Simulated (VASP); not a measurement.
Set up this calculation in VASP 6.6.1, as the native input.

```yaml
Task: relaxation of shape and atoms at fixed volume
Functional: PBE
Potentials_or_basis: VASP PAW PBE potentials, release 64 (Ru_pv, Al)
Cutoff: 600 eV
k_mesh: 13 × 13 × 12
Occupations: fermi-dirac, width 0.05 eV
Spin: no spin polarisation
Dipole_correction: no
Further_INCAR_settings: ALGO = Normal; EDIFF = 1e-07; IBRION = 2; EDIFFG = -0.005; NSW = 50; ISIF = 4
```

The structure of AlRu (WC type) lies in POSCAR:

```
AlRu
1.0
    2.6879760745      0.0000000000      0.0000000000
   -1.3439880373      2.3278555653      0.0000000000
    0.0000000000      0.0000000000      3.6134194483
Ru Al
1 1
Direct
    0.0000000000      0.0000000000      0.0000000000
    0.3333333333      0.6666666667      0.5000000000
```

These files were run (other wordings do the same):

INCAR

```
ALGO = Normal
EDIFF = 1E-7
EDIFFG = -0.005
ENCUT = 600
GGA = PE
IBRION = 2
ISIF = 4
ISMEAR = -1
LASPH = T
LCHARG = F
LREAL = F
LWAVE = F
NELM = 100
NSW = 50
PREC = Accurate
SIGMA = 0.05
```

KPOINTS

```
k-points
0
Gamma
  13 13 12
```

Potentials or basis: VASP PAW PBE potentials, release 64 (Ru_pv, Al).

The run is started by

```bash
$ cat potpaw_PBE.64/Ru_pv/POTCAR potpaw_PBE.64/Al/POTCAR > POTCAR
$ mpirun -np 1 vasp_std > vasp.out
```

It gave:

| Item | Value |
| --- | --- |
| Energy gained by relaxing | 5.1 meV/atom |
| Ionic steps | 2 |
| Pressure after relaxing | 69.4 GPa |

It took 72 s on 1 thread of AMD EPYC 7R43 64-Core Processor (Zen 3) (shared host), peak memory 0.16 GiB.
